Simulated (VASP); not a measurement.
# NaF (Villiaumite) (Fm-3m) in VASP: single point with HSE06

Aim: the single point of NaF (Villiaumite) with HSE06.

All numbers are computed with VASP 6.6.1; they aren't measurements. Logs are shortened: lines on timing, memory, paths and dates and some standing lists are left out, and cuts for length are marked.

### 1 The cell of the first run

The structure is cubic, space group Fm-3m (No. 225). Conventional cell: a = 4.594 Å, b = 4.594 Å, c = 4.594 Å, α = 90.00°, β = 90.00°, γ = 90.00°. Within 3.0 Å of Na (site symmetry m-3m) lie 6 F at 2.30 Å. Within 3.0 Å of F (site symmetry m-3m) lie 6 Na at 2.30 Å.

### 2 Single point, HSE06

POSCAR reads:

```
NaF
1.0
    0.0000000000      2.2972417931      2.2972417931
    2.2972417931      0.0000000000      2.2972417931
    2.2972417931      2.2972417931      0.0000000000
Na F
1 1
Direct
    0.0000000000      0.0000000000      0.0000000000
    0.5000000000      0.5000000000      0.5000000000
```

INCAR.step1 reads:

```
SYSTEM = NaF
ALGO = Normal ; EDIFF = 1E-5
ENCUT = 520 ; GGA = PE
ISIF = 2 ; ISMEAR = 0
LASPH = .TRUE. ; LREAL = .FALSE.
LWAVE = .TRUE. ; NBANDS = 14
NELM = 80 ; PREC = Accurate
SIGMA = 0.01
```

INCAR.step2 reads:

```
SYSTEM = NaF
ALGO = Normal ; EDIFF = 1E-6
ENCUT = 520 ; GGA = PE
HFSCREEN = 0.2079 ; ISIF = 2
ISMEAR = 0 ; ISTART = 1
LASPH = .TRUE. ; LCHARG = .TRUE.
LELF = .TRUE. ; LHFCALC = .TRUE.
LREAL = .FALSE. ; LVHAR = .TRUE.
LWAVE = .FALSE. ; NBANDS = 14
NELM = 80 ; PREC = Accurate
PRECFOCK = Normal ; SIGMA = 0.01
```

KPOINTS reads:

```
k-points
0
G
  4 4 4
  0 0 0
```

Potentials or basis: VASP PAW PBE potentials, release 64 (Na_pv, F).

Command:

```
$ cat potpaw_PBE.64/Na_pv/POTCAR potpaw_PBE.64/F/POTCAR > POTCAR
$ cp INCAR.step1 INCAR
$ mpirun -np 1 vasp_std > vasp.out
$ cp INCAR.step2 INCAR
$ mpirun -np 1 vasp_std > vasp.out
```

OUTCAR:

```text
SYSTEM = NaF
   EDIFF = 1E-6
   ENCUT = 520
   GGA = PE
   HFSCREEN = 0.2079
   ISIF = 2
   ISMEAR = 0
   ISTART = 1
   LASPH = .TRUE.
   LHFCALC = .TRUE.
   LREAL = .FALSE.
   NELM = 80
   PREC = Accurate
   PRECFOCK = Normal

 ion  position               nearest neighbor table
   1  0.000  0.000  0.000-   2 2.30   2 2.30   2 2.30   2 2.30   2 2.30   2 2.30
   2  0.500  0.500  0.500-   1 2.30   1 2.30   1 2.30   1 2.30   1 2.30   1 2.30

  LATTYP: Found a face centered cubic cell.
 ALAT       =     4.5944835862

  Lattice vectors:

 A1 = (   0.0000000000,   2.2972417931,   2.2972417931)
 A2 = (   2.2972417931,   0.0000000000,   2.2972417931)
 A3 = (   2.2972417931,   2.2972417931,   0.0000000000)

Analysis of symmetry for initial positions (statically):
=====================================================================
 Subroutine PRICEL returns:
 Original cell was already a primitive cell.

 Routine SETGRP: Setting up the symmetry group for a
 face centered cubic supercell.

 Subroutine GETGRP returns: Found 48 space group operations
 (whereof 48 operations were pure point group operations)
 out of a pool of 48 trial point group operations.

The static configuration has the point symmetry O_h .

Analysis of symmetry for dynamics (positions and initial velocities):
=====================================================================
 Subroutine PRICEL returns:
 Original cell was already a primitive cell.

 Routine SETGRP: Setting up the symmetry group for a
 face centered cubic supercell.

 Subroutine GETGRP returns: Found 48 space group operations
 (whereof 48 operations were pure point group operations)
 out of a pool of 48 trial point group operations.

The dynamic configuration has the point symmetry O_h .

 Subroutine INISYM returns: Found 48 space group operations
 (whereof 48 operations are pure point group operations),
 and found     1 'primitive' translations

----------------------------------------------------------------------------------------

                                     Primitive cell

  volume of cell :      24.2466

  direct lattice vectors                    reciprocal lattice vectors
     0.000000000  2.297241793  2.297241793    -0.217652317  0.217652317  0.217652317
     2.297241793  0.000000000  2.297241793     0.217652317 -0.217652317  0.217652317
     2.297241793  2.297241793  0.000000000     0.217652317  0.217652317 -0.217652317

  length of vectors
     3.248790500  3.248790500  3.248790500     0.376984872  0.376984872  0.376984872

  position of ions in fractional coordinates (direct lattice)
     0.000000000  0.000000000  0.000000000
     0.500000000  0.500000000  0.500000000

  ion indices of the primitive-cell ions
   primitive index   ion index
                 1           1
                 2           2

----------------------------------------------------------------------------------------

 KPOINTS: k-points

Automatic generation of k-mesh.
 Grid dimensions read from file:
 generate k-points for:    4    4    4

 Generating k-lattice:

  Cartesian coordinates                     Fractional coordinates (reciprocal lattice)
    -0.054413079  0.054413079  0.054413079     0.250000000  0.000000000  0.000000000
     0.054413079 -0.054413079  0.054413079     0.000000000  0.250000000  0.000000000
     0.054413079  0.054413079 -0.054413079     0.000000000  0.000000000  0.250000000

  Length of vectors
     0.094246218  0.094246218  0.094246218

  Shift w.r.t. Gamma in fractional coordinates (k-lattice)
     0.000000000  0.000000000  0.000000000

 Subroutine IBZKPT returns following result:
 ===========================================

 Found      8 irreducible k-points:

 Following reciprocal coordinates:
            Coordinates               Weight
  0.000000  0.000000  0.000000      1.000000
  0.250000  0.000000  0.000000      8.000000
  0.500000  0.000000  0.000000      4.000000
  0.250000  0.250000  0.000000      6.000000
  0.500000  0.250000  0.000000     24.000000
 -0.250000  0.250000  0.000000     12.000000
  0.500000  0.500000  0.000000      3.000000
 -0.250000  0.500000  0.250000      6.000000
   k-points           NKPTS =      8   k-points in BZ     NKDIM =     64   number of bands    NBANDS=     14
   number of dos      NEDOS =    301   number of ions     NIONS =      2
   total plane-waves  NPLWV =  13824
   dimension x,y,z NGX =    24 NGY =   24 NGZ =   24
   dimension x,y,z NGXF=    48 NGYF=   48 NGZF=   48
   ions per type =               1   1
   NGX,Y,Z   is equivalent  to a cutoff of  12.28, 12.28, 12.28 a.u.
   NGXF,Y,Z  is equivalent  to a cutoff of  24.56, 24.56, 24.56 a.u.
 SYSTEM =  NaF
   PREC   = accura    normal or accurate (medium, high low for compatibility)
   ISTART =      1    job   : 0-new  1-cont  2-samecut
   ICHARG =      0    charge: 1-file 2-atom 10-const
   ISPIN  =      1    spin polarized calculation?
   LNONCOLLINEAR =      F non collinear calculations
   LSORBIT =      F    spin-orbit coupling
   LASPH  =      T    aspherical Exc in radial PAW
   ENCUT  =  520.0 eV  38.22 Ry    6.18 a.u.   6.04  6.04  6.04*2*pi/ulx,y,z
   NELM   =     80;   NELMIN=  2; NELMDL=  0     # of ELM steps
   EDIFF  = 0.1E-05   stopping-criterion for ELM
   LREAL  =      F    real-space projection
   EDIFFG = 0.1E-04   stopping-criterion for IOM
   NSW    =      0    number of steps for IOM
   IBRION =     -1    ionic relax: 0-MD 1-quasi-New 2-CG
   NFREE  =      0    steps in history (QN), initial steepest desc. (CG)
   ISIF   =      2    stress and relaxation
   ISYM   =      3    0-nonsym 1-usesym 2-fastsym
   POTIM  = 0.5000    time-step for ionic-motion
   TEBEG  =    0.0;   TEEND  =   0.0 temperature during run
   PSTRESS=    0.0 pullay stress
   NELECT =      14.0000    total number of electrons
   NUPDOWN=      -1.0000    fix difference up-down
   EMIN   =  10.00;   EMAX   =-10.00  energy-range for DOS
   EFERMI =   0.00;   METHOD = LEGACY
   ISMEAR =     0;   SIGMA  =   0.01  broadening in eV -4-tet -1-fermi 0-gaus
   EFERMI_NEDOS =   21; number of points for ismear=-14 and -15
   IALGO  =     38    algorithm
   IMIX   =      1    mixing-type and parameters
     AMIX     =   0.40;   BMIX     =  1.00
     AMIX_MAG =   1.60;   BMIX_MAG =  1.00
  volume/ion in A,a.u.               =      12.12        81.81
  Fermi-wavevector in a.u.,A,eV,Ry     =   1.363225  2.576121 25.284819  1.858382
  Thomas-Fermi vector in A             =   2.489646
   LORBIT       =      0    0 simple, 1 ext, 2 COOP (PROOUT), +10 PAW based schemes
   GGA     = PE    functional components
   LHFCALC =     T    Hartree Fock is set to
   PRECFOCK=normal    Normal, Fast or Accurate (Low or Medium for compatibility)
   ENCUT4O =  -1.0   cutoff for four orbital integrals eV
   NKREDX  =     1    reduce k-point grid by
   NKREDY  =     1    reduce k-point grid by
   NKREDZ  =     1    reduce k-point grid by
   AEXX    =    0.2500 exact exchange contribution
   HFSCREEN=    0.2079 screening length (either q_TF or 0.3 A-1)
   HFSCREENC=   0.2079 screening length for correlation (either q_TF or 0.3 A-1)
   ENCUTFOCK=  -1.0 apply spherical cutoff to Coloumb kernel
   IVDW    =     0    specifies the selected vdW correction
   LEPSILON=     F    determine dielectric tensor
   LRPA    =     F    only Hartree local field effects (RPA)
 non-spin polarized calculation
 Gauss-broadening in eV      SIGMA  =   0.01
  energy-cutoff  :      520.00
  volume of cell :       24.25
 maximum number of plane-waves:       656
  NGX = 20; NGY = 20; NGZ = 20

 number of electron      13.9999992 magnetization

 Free energy of the ion-electron system (eV)
  ---------------------------------------------------
  ext. energy  EPLUGINS =         0.00000000
  ---------------------------------------------------
  free energy    TOTEN  =       -10.30848797 eV

  energy without entropy =      -10.30848797  energy(sigma->0) =      -10.30848797

 E-fermi :  -3.5647     XC(G=0):  -7.6044

 val. band max:       -3.6584317275   @ k =   0.0000   0.0000   0.0000
 cond. band min:       4.9469880704   @ k =   0.0000   0.0000   0.0000
 fundamental gap:      8.6054197979
 Fermi energy:        -3.5647006943

 k-point     1 :       0.0000    0.0000    0.0000
  band No.  band energies     occupation
      1     -24.4329      2.00000
      2     -23.9474      2.00000
      3     -23.9474      2.00000
      4     -23.9474      2.00000
      5      -3.6584      2.00000
      6      -3.6584      2.00000
      7      -3.6584      2.00000
      8       4.9470      0.00000
      9      17.8984      0.00000
     10      17.8984      0.00000
     11      17.8984      0.00000
     12      20.5648      0.00000
     13      23.2361      0.00000
     14      23.2361      0.00000

 k-point     2 :       0.2500    0.0000    0.0000
  band No.  band energies     occupation
      1     -24.7981      2.00000
      2     -23.9530      2.00000
      3     -23.9530      2.00000
      4     -23.5007      2.00000
      5      -4.5865      2.00000
      6      -3.8009      2.00000
      7      -3.8009      2.00000
      8       6.8742      0.00000
      9      13.9708      0.00000
     10      18.7458      0.00000
     11      18.7458      0.00000
     12      21.9947      0.00000
     13      21.9947      0.00000
     14      23.5958      0.00000
[... 71 lines left out ...]
      1     -24.1561      2.00000
      2     -24.0921      2.00000
      3     -24.0025      2.00000
      4     -24.0025      2.00000
      5      -5.0217      2.00000
      6      -4.1017      2.00000
      7      -4.1017      2.00000
      8      11.9275      0.00000
      9      12.0835      0.00000
     10      12.5913      0.00000
     11      19.0717      0.00000
     12      19.0717      0.00000
     13      23.4106      0.00000
     14      28.2064      0.00000

 k-point     8 :      -0.2500    0.5000    0.2500
  band No.  band energies     occupation
      1     -24.5709      2.00000
      2     -24.0469      2.00000
      3     -24.0469      2.00000
      4     -23.5479      2.00000
      5      -4.5941      2.00000
      6      -4.5941      2.00000
      7      -4.2758      2.00000
      8      12.0383      0.00000
      9      12.0383      0.00000
     10      14.2846      0.00000
     11      16.0196      0.00000
     12      22.6956      0.00000
     13      22.6957      0.00000
     14      26.3439      0.00000

------------------------ aborting loop because EDIFF is reached ----------------------------------------

  FORCE on cell =-STRESS in cart. coord.  units (eV):
  Direction    XX          YY          ZZ          XY          YZ          ZX
  --------------------------------------------------------------------------------------
  -------------------------------------------------------------------------------------
  Total        0.2455257      0.2455257      0.2455257     -0.0000000     -0.0000000      0.0000000
  in kB       16.2239796     16.2239796     16.2239796     -0.0000000     -0.0000000      0.0000000
  external PRESSURE =      16.2239796 kB  Pullay stress =       0.0000000 kB

 VOLUME and BASIS-vectors are now :
 -----------------------------------------------------------------------------
  energy-cutoff  :      520.00
  volume of cell :       24.25
      direct lattice vectors                 reciprocal lattice vectors
     0.000000000  2.297241793  2.297241793    -0.217652317  0.217652317  0.217652317
     2.297241793  0.000000000  2.297241793     0.217652317 -0.217652317  0.217652317
     2.297241793  2.297241793  0.000000000     0.217652317  0.217652317 -0.217652317

 POSITION                                       TOTAL-FORCE (eV/Angst)
 -----------------------------------------------------------------------------------
      0.00000      0.00000      0.00000         0.000000      0.000000      0.000000
      2.29724      2.29724      2.29724        -0.000000      0.000000     -0.000000
 -----------------------------------------------------------------------------------
    total drift:                                0.000001      0.000001      0.000001

  FREE ENERGIE OF THE ION-ELECTRON SYSTEM (eV)
  ---------------------------------------------------
  free  energy   TOTEN  =       -10.3084879688 eV

  energy  without entropy=      -10.3084879688  energy(sigma->0) =      -10.30848797
```

It took 58 s on 1 thread of Intel Xeon 6975P-C (Granite Rapids), shared host; peak memory 0.23 GiB.

Results:

```
Free energy            : -10.3085 eV
Pressure               : 1.6 GPa
Band gap on the k mesh : 8.61 eV, direct
```

Levels at points of the mesh, in eV from the valence-band top:
```tsv
k point	band 5	band 6	band 7	band 8	band 9	band 10
(0.00, 0.00, 0.00)	0.00	0.00	0.00	8.61	21.56	21.56
(0.50, 0.00, 0.00)	-1.68	-0.28	-0.28	13.17	15.07	22.85
(0.50, 0.50, 0.00)	-1.36	-0.44	-0.44	15.59	15.74	16.25
```

Caveat: the k points lie up to 0.59 Å⁻¹ apart; the PAW data sets were made with another functional, which shifts forces and pressure a little.
